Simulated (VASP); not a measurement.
Input of a VASP 6.6.1 run:

File INCAR:

```
  PREC = Accurate
  ENCUT = 600
  EDIFF = 1E-7
  ISMEAR = 0
  SIGMA = 0.1
  LREAL = F
  LASPH = T
  NELM = 60
  ALGO = Fast
  ISIF = 4
  LWAVE = F
  LCHARG = F
  GGA = PE
  IBRION = 2
  NSW = 50
  EDIFFG = -0.01
```

The input KPOINTS:

```
regular mesh
0
Gamma
  22 22 20
```

File POSCAR:

```
Ga
1.0
    1.3726913143     -2.3829534811      0.0000000000
    1.3726913143      2.3829534811      0.0000000000
    0.0000000000      0.0000000000      2.6109752346
Ga
1
Direct
    0.5000000000      0.5000000000      0.0000000000
```

Potentials or basis: VASP PAW PBE potentials, release 64 (Ga_d).

The run is started by

```sh
$ cat potpaw_PBE.64/Ga_d/POTCAR > POTCAR
$ mpirun -np 1 vasp_std > vasp.out
```

(1) Predict the band gap on the k mesh.

Answers

(1) zero (an odd number of electrons rules out a gap without spin polarisation).
